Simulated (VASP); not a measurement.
# TiC (Fm-3m) in VASP: a series of runs

Runs on TiC. Level: PBEsol. Tasks: single point.

Program: VASP 6.6.1. These are calculated values, not measurements. Logs are shortened: lines on timing, memory, paths and dates and some standing lists are left out, and cuts for length are marked.

### Step 1. The cell of the first run

It takes space group Fm-3m (No. 225, cubic). The conventional cell has a = 4.240 Å, b = 4.240 Å, c = 4.240 Å, α = 90.00°, β = 90.00°, γ = 90.00°. Within 2.8 Å of Ti (site symmetry m-3m) lie 6 C at 2.12 Å. C (site symmetry m-3m) has 6 Ti at 2.12 Å within 2.8 Å.

### Step 2. Single point, PBEsol (9.53 Å³/atom)

The input, INCAR:

```
ALGO = Normal ; EDIFF = 1E-6
ENCUT = 520 ; GGA = PS
ISIF = 2 ; ISMEAR = -1
LASPH = T ; LCHARG = F
LREAL = F ; LWAVE = F
NBANDS = 15 ; NELM = 80
PREC = Accurate ; SIGMA = 0.03
```

The input, KPOINTS:

```
k-points
0
Gamma
  16 16 16
```

The input, POSCAR:

```
TiC
1.0
    0.0000000000      2.1198243393      2.1198243393
    2.1198243393      0.0000000000      2.1198243393
    2.1198243393      2.1198243393      0.0000000000
Ti C
1 1
Direct
    0.0000000000      0.0000000000      0.0000000000
    0.5000000000      0.5000000000      0.5000000000
```

Potentials or basis: VASP PAW PBE potentials, release 64 (Ti_sv, C).

The run is started by

```console
cat potpaw_PBE.64/Ti_sv/POTCAR potpaw_PBE.64/C/POTCAR > POTCAR
mpirun -np 1 vasp_std > vasp.out
```

OUTCAR:

```text
EDIFF = 1E-6
   ENCUT = 520
   GGA = PS
   ISIF = 2
   ISMEAR = -1
   LASPH = T
   LREAL = F
   NELM = 80
   PREC = Accurate

 ion  position               nearest neighbor table
   1  0.000  0.000  0.000-   2 2.12   2 2.12   2 2.12   2 2.12   2 2.12   2 2.12
   2  0.500  0.500  0.500-   1 2.12   1 2.12   1 2.12   1 2.12   1 2.12   1 2.12

  LATTYP: Found a face centered cubic cell.
 ALAT       =     4.2396486786

  Lattice vectors:

 A1 = (   0.0000000000,   2.1198243393,   2.1198243393)
 A2 = (   2.1198243393,   0.0000000000,   2.1198243393)
 A3 = (   2.1198243393,   2.1198243393,   0.0000000000)

Analysis of symmetry for initial positions (statically):
=====================================================================
 Subroutine PRICEL returns:
 Original cell was already a primitive cell.

 Routine SETGRP: Setting up the symmetry group for a
 face centered cubic supercell.

 Subroutine GETGRP returns: Found 48 space group operations
 (whereof 48 operations were pure point group operations)
 out of a pool of 48 trial point group operations.

The static configuration has the point symmetry O_h .

Analysis of symmetry for dynamics (positions and initial velocities):
=====================================================================
 Subroutine PRICEL returns:
 Original cell was already a primitive cell.

 Routine SETGRP: Setting up the symmetry group for a
 face centered cubic supercell.

 Subroutine GETGRP returns: Found 48 space group operations
 (whereof 48 operations were pure point group operations)
 out of a pool of 48 trial point group operations.

The dynamic configuration has the point symmetry O_h .

 Subroutine INISYM returns: Found 48 space group operations
 (whereof 48 operations are pure point group operations),
 and found     1 'primitive' translations

----------------------------------------------------------------------------------------

                                     Primitive cell

  volume of cell :      19.0515

  direct lattice vectors                    reciprocal lattice vectors
     0.000000000  2.119824339  2.119824339    -0.235868600  0.235868600  0.235868600
     2.119824339  0.000000000  2.119824339     0.235868600 -0.235868600  0.235868600
     2.119824339  2.119824339  0.000000000     0.235868600  0.235868600 -0.235868600

  length of vectors
     2.997884330  2.997884330  2.997884330     0.408536400  0.408536400  0.408536400

  position of ions in fractional coordinates (direct lattice)
     0.000000000  0.000000000  0.000000000
     0.500000000  0.500000000  0.500000000

  ion indices of the primitive-cell ions
   primitive index   ion index
                 1           1
                 2           2

----------------------------------------------------------------------------------------

 KPOINTS: k-points

Automatic generation of k-mesh.
 Grid dimensions read from file:
 generate k-points for:   16   16   16

 Generating k-lattice:

  Cartesian coordinates                     Fractional coordinates (reciprocal lattice)
    -0.014741788  0.014741788  0.014741788     0.062500000  0.000000000  0.000000000
     0.014741788 -0.014741788  0.014741788     0.000000000  0.062500000  0.000000000
     0.014741788  0.014741788 -0.014741788     0.000000000  0.000000000  0.062500000

  Length of vectors
     0.025533525  0.025533525  0.025533525

  Shift w.r.t. Gamma in fractional coordinates (k-lattice)
     0.000000000  0.000000000  0.000000000

 Subroutine IBZKPT returns following result:
 ===========================================

 Found    145 irreducible k-points:

 Following reciprocal coordinates:
            Coordinates               Weight
  0.000000  0.000000  0.000000      1.000000
  0.062500  0.000000  0.000000      8.000000
  0.125000  0.000000  0.000000      8.000000
  0.187500  0.000000  0.000000      8.000000
  0.250000  0.000000  0.000000      8.000000
  0.312500  0.000000  0.000000      8.000000
[... 16 lines left out ...]
 -0.125000  0.062500  0.000000     24.000000
 -0.062500  0.062500  0.000000     12.000000
 [... further k-points ...]
   k-points           NKPTS =    145   k-points in BZ     NKDIM =    145   number of bands    NBANDS=     15
   number of dos      NEDOS =    301   number of ions     NIONS =      2
   total plane-waves  NPLWV =  13824
   dimension x,y,z NGX =    24 NGY =   24 NGZ =   24
   dimension x,y,z NGXF=    48 NGYF=   48 NGZF=   48
   ions per type =               1   1
   NGX,Y,Z   is equivalent  to a cutoff of  13.31, 13.31, 13.31 a.u.
   NGXF,Y,Z  is equivalent  to a cutoff of  26.62, 26.62, 26.62 a.u.
 SYSTEM =  unknown system
   PREC   = accura    normal or accurate (medium, high low for compatibility)
   ISTART =      0    job   : 0-new  1-cont  2-samecut
   ICHARG =      2    charge: 1-file 2-atom 10-const
   ISPIN  =      1    spin polarized calculation?
   LNONCOLLINEAR =      F non collinear calculations
   LSORBIT =      F    spin-orbit coupling
   LASPH  =      T    aspherical Exc in radial PAW
   ENCUT  =  520.0 eV  38.22 Ry    6.18 a.u.   5.57  5.57  5.57*2*pi/ulx,y,z
   NELM   =     80;   NELMIN=  2; NELMDL= -5     # of ELM steps
   EDIFF  = 0.1E-05   stopping-criterion for ELM
   LREAL  =      F    real-space projection
   EDIFFG = 0.1E-04   stopping-criterion for IOM
   NSW    =      0    number of steps for IOM
   IBRION =     -1    ionic relax: 0-MD 1-quasi-New 2-CG
   NFREE  =      0    steps in history (QN), initial steepest desc. (CG)
   ISIF   =      2    stress and relaxation
   ISYM   =      2    0-nonsym 1-usesym 2-fastsym
   POTIM  = 0.5000    time-step for ionic-motion
   TEBEG  =    0.0;   TEEND  =   0.0 temperature during run
   PSTRESS=    0.0 pullay stress
   NELECT =      16.0000    total number of electrons
   NUPDOWN=      -1.0000    fix difference up-down
   EMIN   =  10.00;   EMAX   =-10.00  energy-range for DOS
   EFERMI =   0.00;   METHOD = LEGACY
   ISMEAR =    -1;   SIGMA  =   0.03  broadening in eV -4-tet -1-fermi 0-gaus
   EFERMI_NEDOS =   21; number of points for ismear=-14 and -15
   IALGO  =     38    algorithm
   IMIX   =      4    mixing-type and parameters
     AMIX     =   0.40;   BMIX     =  1.00
     AMIX_MAG =   1.60;   BMIX_MAG =  1.00
  volume/ion in A,a.u.               =       9.53        64.28
  Fermi-wavevector in a.u.,A,eV,Ry     =   1.544561  2.918796 32.458976  2.385667
  Thomas-Fermi vector in A             =   2.650064
   LORBIT       =      0    0 simple, 1 ext, 2 COOP (PROOUT), +10 PAW based schemes
   GGA     = PS    functional components
   LHFCALC =     F    Hartree Fock is set to
   AEXX    =    0.0000 exact exchange contribution
   IVDW    =     0    specifies the selected vdW correction
   LEPSILON=     F    determine dielectric tensor
   LRPA    =     F    only Hartree local field effects (RPA)
 non-spin polarized calculation
  energy-cutoff  :      520.00
  volume of cell :       19.05
 maximum number of plane-waves:       533
   NGX = 11   NGY = 11   NGZ = 11

 number of electron      16.0000002 magnetization

 Free energy of the ion-electron system (eV)
  ---------------------------------------------------
  ext. energy  EPLUGINS =         0.00000000
  ---------------------------------------------------
  free energy    TOTEN  =       -19.77641067 eV

  energy without entropy =      -19.77521557  energy(sigma->0) =      -19.77581312

 E-fermi :  10.0588     XC(G=0): -13.1965

 val. band max:       10.0528135637   @ k =   0.1250   0.0625   0.0000
 cond. band min:      10.1097878643   @ k =   0.5000   0.5000   0.0000
 fundamental gap:      0.0569743006
 Fermi energy:        10.0587623687

 k-point     1 :       0.0000    0.0000    0.0000
  band No.  band energies     occupation
      1     -46.0678      2.00000
      2     -22.1557      2.00000
      3     -22.1557      2.00000
      4     -22.1557      2.00000
      5      -2.5912      2.00000
      6      10.7577      0.00000
      7      10.7577      0.00000
      8      10.7577      0.00000
      9      11.8612      0.00000
     10      11.8612      0.00000
     11      11.8612      0.00000
     12      11.9396      0.00000
     13      11.9396      0.00000
     14      21.5221      0.00000
     15      24.2561      0.00000

 k-point     2 :       0.0625    0.0000    0.0000
  band No.  band energies     occupation
      1     -46.0640      2.00000
      2     -22.1813      2.00000
      3     -22.1580      2.00000
      4     -22.1580      2.00000
      5      -2.4943      2.00000
      6      10.2942      0.00078
      7      10.5587      0.00000
      8      10.5587      0.00000
      9      11.1580      0.00000
     10      11.1580      0.00000
     11      12.1194      0.00000
     12      12.9851      0.00000
     13      12.9851      0.00000
     14      21.6760      0.00000
     15      24.3312      0.00000

 k-point     3 :       0.1250    0.0000    0.0000
  band No.  band energies     occupation
      1     -46.0532      2.00000
      2     -22.2538      2.00000
      3     -22.1645      2.00000
      4     -22.1645      2.00000
      5      -2.2103      2.00000
      6       9.3788      2.00000
      7       9.7569      1.99991
      8       9.7569      1.99991
      9      11.2289      0.00000
     10      11.2289      0.00000
     11      12.4839      0.00000
     12      14.1333      0.00000
     13      14.1333      0.00000
     14      22.0408      0.00000
     15      24.4622      0.00000
[... 343 lines left out ...]
 k-point    23 :      -0.1250    0.0625    0.0000
  band No.  band energies     occupation
      1     -46.0453      2.00000
      2     -22.2958      2.00000
      3     -22.1882      2.00000
      4     -22.1609      2.00000
      5      -1.9990      2.00000
      6       8.8826      2.00000
      7       9.2160      2.00000
      8       9.4119      2.00000
      9      11.0987      0.00000
     10      11.7251      0.00000
     11      12.8147      0.00000
     12      13.9870      0.00000
     13      15.1799      0.00000
     14      22.2828      0.00000
     15      24.5102      0.00000

 k-point    24 :      -0.0625    0.0625    0.0000
  band No.  band energies     occupation
      1     -46.0579      2.00000
      2     -22.2166      2.00000
      3     -22.1723      2.00000
      4     -22.1570      2.00000
      5      -2.3361      2.00000
      6       9.8288      1.99906
      7       9.9962      1.77866
      8      10.0395      1.31081
      9      10.8799      0.00000
     10      11.5433      0.00000
     11      12.4871      0.00000
     12      13.1334      0.00000
     13      14.0502      0.00000
     14      21.9115      0.00000
     15      24.4251      0.00000

 [... further k-points ...]
[... 5 lines left out ...]
  --------------------------------------------------------------------------------------
  -------------------------------------------------------------------------------------
  Total        1.2967636      1.2967636      1.2967636     -0.0000000     -0.0000000     -0.0000000
  in kB      109.0540479    109.0540479    109.0540479     -0.0000000     -0.0000000     -0.0000000
  external PRESSURE =     109.0540479 kB  Pullay stress =       0.0000000 kB

 VOLUME and BASIS-vectors are now :
 -----------------------------------------------------------------------------
  energy-cutoff  :      520.00
  volume of cell :       19.05
      direct lattice vectors                 reciprocal lattice vectors
     0.000000000  2.119824339  2.119824339    -0.235868600  0.235868600  0.235868600
     2.119824339  0.000000000  2.119824339     0.235868600 -0.235868600  0.235868600
     2.119824339  2.119824339  0.000000000     0.235868600  0.235868600 -0.235868600

 POSITION                                       TOTAL-FORCE (eV/Angst)
 -----------------------------------------------------------------------------------
      0.00000      0.00000      0.00000         0.000000      0.000000      0.000000
      2.11982      2.11982      2.11982         0.000000      0.000000      0.000000
 -----------------------------------------------------------------------------------
    total drift:                                0.000000     -0.000000     -0.000000

  FREE ENERGIE OF THE ION-ELECTRON SYSTEM (eV)
  ---------------------------------------------------
  free  energy   TOTEN  =       -19.7764106674 eV

  energy  without entropy=      -19.7752155697  energy(sigma->0) =      -19.77581312
```

Wall time 29 s (1 thread of Intel Xeon 8259CL, shared host); peak memory 0.17 GiB.

What came out:

- Free energy: -19.7764 eV
- Pressure: 10.9 GPa
- Band gap on the k mesh: zero (bands 8 and 9 overlap by 1.10 eV)

Levels at points of the mesh, in eV from the Fermi level:
```tsv
k point	band 4	band 5	band 6	band 7	band 8	band 9	band 10	band 11	band 12	band 13
(0.00, 0.00, 0.00)	-32.21	-12.65	0.70	0.70	0.70	1.80	1.80	1.80	1.88	1.88
(0.50, 0.00, 0.00)	-32.27	-8.80	-6.16	-3.09	-3.09	3.20	3.20	4.50	8.54	8.87
(0.50, 0.50, 0.00)	-32.43	-10.31	-3.46	-1.86	0.05	0.05	3.00	3.87	3.87	6.51
```

Caveat: the cell stands under pressure; the PAW data sets were made with another functional, which shifts forces and pressure a little.

### Step 3. Single point, PBEsol (9.53 Å³/atom)

The input, INCAR:

```
SYSTEM = TiC
ALGO = Normal
EDIFF = 1E-6
ENCUT = 520
GGA = PS
ISIF = 2
ISMEAR = -1
LASPH = .True.
LCHARG = .True.
LELF = .True.
LREAL = .False.
LVHAR = .True.
LWAVE = .False.
NBANDS = 15
NELM = 80
PREC = Accurate
SIGMA = 0.03
```

The input, KPOINTS:

```
k-points
0
Gamma
  16 16 16
  0 0 0
```

The input, POSCAR:

```
TiC
1.0
    0.0000000000      2.1202001280      2.1202001280
    2.1202001280      0.0000000000      2.1202001280
    2.1202001280      2.1202001280      0.0000000000
Ti C
1 1
Direct
    0.0000000000      0.0000000000      0.0000000000
    0.5000000000      0.5000000000      0.5000000000
```

Potentials or basis: VASP PAW PBE potentials, release 64 (Ti_sv, C).

The run is started by

```console
cat potpaw_PBE.64/Ti_sv/POTCAR potpaw_PBE.64/C/POTCAR > POTCAR
mpirun -np 1 vasp_std > vasp.out
```

Wall time 29 s (1 thread of Intel Xeon 8259CL, shared host); peak memory 0.17 GiB.

It converged, with:

- Free energy: -19.7771 eV
- Pressure: 10.7 GPa
- Band gap on the k mesh: zero (bands 8 and 9 overlap by 1.10 eV)

Levels at points of the mesh, in eV from the Fermi level:
```tsv
k point	band 5	band 6	band 7	band 8	band 9	band 10	band 11	band 12
(0.00, 0.00, 0.00)	-12.65	0.70	0.70	0.70	1.80	1.80	1.80	1.88
(0.50, 0.00, 0.00)	-8.80	-6.16	-3.09	-3.09	3.19	3.19	4.50	8.54
(0.50, 0.50, 0.00)	-10.30	-3.46	-1.86	0.05	0.05	2.99	3.86	3.86
```

Caveat: the cell stands under pressure; the PAW data sets were made with another functional, which shifts forces and pressure a little.

[end of part 1 of 2]
